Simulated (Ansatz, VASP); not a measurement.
## One calculation of Ni, two programs

```
Ni
1.0
     0.00000    3.54390    3.54390
     1.77195    0.00000    1.77195
     1.77195    1.77195    0.00000
Ni
2
Direct
  0.00000 0.00000 0.00000
  0.50000 0.00000 0.00000
```

Alike in both runs: task single point; functional PBE; k mesh 6 × 12 × 12; occupations fermi-dirac, width 0.1 eV; collinear spin.

```csv
,VASP,Ansatz
version,VASP 6.6.1,Ansatz 0.2.0
potentials or method,"VASP PAW PBE potentials, release 64 (Ni), cutoff 600 eV","PAW, plane waves, scalar-relativistic"
valence electrons in the cell,20,36
```

VASP gave:

| Item | Value |
| --- | --- |
| pressure (GPa) | -3.6 |
| net moment per atom (μB) | 0.64 |
| size of the moment on the site where the two differ most (μB) | 0.65 |

What did Ansatz give for the same quantities?

Pressure (GPa): -3.5; net moment per atom (μB): 0.66; size of the moment on the site where the two differ most (μB): 0.70.

Site moments also hang on the region over which each program counts them. The functional is the same, so the differences come from potentials, cutoffs and numerics. VASP's potentials hold 20 valence electrons a cell and Ansatz's 36, so a difference there can come from the potentials and not from the codes.
